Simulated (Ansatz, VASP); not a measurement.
# One calculation of Ta, two programs

INCAR

```
SYSTEM = Ta
ALGO = Fast
EDIFF = 1E-6
ENCUT = 520
GGA = PS
ISIF = 2
ISMEAR = 0
LASPH = .TRUE.
LCHARG = .FALSE.
LREAL = .FALSE.
LWAVE = .FALSE.
NBANDS = 12
NELM = 80
PREC = Accurate
SIGMA = 0.15
```

Contents of KPOINTS:

```
k-points
0
G
  22 22 22
  0 0 0
```

File POSCAR:

```
Ta
1.0
   -1.6815962522      1.6815962522      1.5605213221
    1.6815962522     -1.6815962522      1.5605213221
    1.6815962522      1.6815962522     -1.5605213221
Ta
1
Direct
    0.0000000000      0.0000000000      0.0000000000
```

Input for Ansatz:

```yaml
crystal:
  lattice:
    - [-1.6815962522, 1.6815962522, 1.5605213221]
    - [1.6815962522, -1.6815962522, 1.5605213221]
    - [1.6815962522, 1.6815962522, -1.5605213221]
  atoms:
    - { symbol: Ta, position: [0.0, 0.0, 0.0] }
basis:
  ecutwfc: 420
kpoints:
  mp_grid: { grid: [22, 22, 22] }
hamiltonian:
  xc: pbesol
  pseudopotentials: { kind: paw, azcp: { folder: soft_1 } }
scf:
  occupations: { method: gaussian, width: 0.15 }
output:
  forces: true
  stress: true
  eigenvalues: true
```

Alike in both runs: task single point; functional PBEsol; k mesh 22 × 22 × 22; occupations gaussian, width 0.15 eV; no spin polarisation.

|  | VASP | Ansatz |
| --- | --- | --- |
| version | VASP 6.6.1 | Ansatz 0.2.0 |
| potentials or method | VASP PAW PBE potentials, release 64 (Ta_pv), cutoff 520 eV | scalar-relativistic, plane waves, PAW |
| valence electrons in the cell | 11 | 13 |

|  | VASP | Ansatz | Ansatz less VASP |
| --- | --- | --- | --- |
| gap on the k mesh at the Fermi level (eV) | none | none | - |
| pressure (GPa) | 0.8 | 0.6 | -0.20 |
| traceless stress, the component that is largest in VASP (GPa) | 4.67 | 4.67 | +0.003 |

VASP's potentials were made for PBE, not for PBEsol, and Ansatz warns of the same on its side. A gap of «none» marks a metal or a gap that the smearing closes. VASP's potentials hold 11 valence electrons a cell and Ansatz's 13, so a difference there can come from the potentials and not from the codes.

Spin-orbit coupling is off throughout.
